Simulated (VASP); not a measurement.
Input of a VASP 6.6.1 run:

The input INCAR:

```
PREC     = Accurate       # precision mode
ENCUT    = 520            # plane-wave cutoff, eV
EDIFF    = 1E-6           # SCF threshold, eV
ISMEAR   = -1             # smearing method
SIGMA    = 0.08           # smearing width, eV
LREAL    = F              # projectors in reciprocal space
LASPH    = T              # aspherical terms in the spheres
NELM     = 100            # most SCF steps
ALGO     = Normal         # electronic algorithm
ISIF     = 2              # what is computed and relaxed
LWAVE    = F              # write WAVECAR
LCHARG   = F              # write CHGCAR
NBANDS   = 27             # bands
```

Contents of KPOINTS:

```
Automatic mesh
0
Gamma
  9 9 9
```

The input POSCAR:

```
TaCo3
1.0
    3.3491705344      0.0000000000      0.0000000000
    0.0000000000      3.3491705344      0.0000000000
    0.0000000000      0.0000000000      3.3491705344
Ta Co
1 3
Direct
    0.0000000000      0.0000000000      0.0000000000
    0.0000000000      0.5000000000      0.5000000000
    0.5000000000      0.0000000000      0.5000000000
    0.5000000000      0.5000000000      0.0000000000
```

Potentials or basis: VASP PAW LDA potentials, release 64 (Ta_pv, Co).

Launch:

```console
$ cat potpaw_LDA.64/Ta_pv/POTCAR potpaw_LDA.64/Co/POTCAR > POTCAR
$ mpirun -np 1 vasp_std > vasp.out
```

**Question.** Estimate the pressure.

**Answer.** 79.4 GPa.

**Question.** Estimate the band gap on the k mesh.

**Answer.** Zero (band 19 reaches 13.27 eV, above the bottom of band 20 at 11.89 eV).

Caveat: spin-orbit coupling is left out, which moves the levels of the heavy elements. Spin polarisation is off, so any magnetic state and its effect on volume and gap are missing.
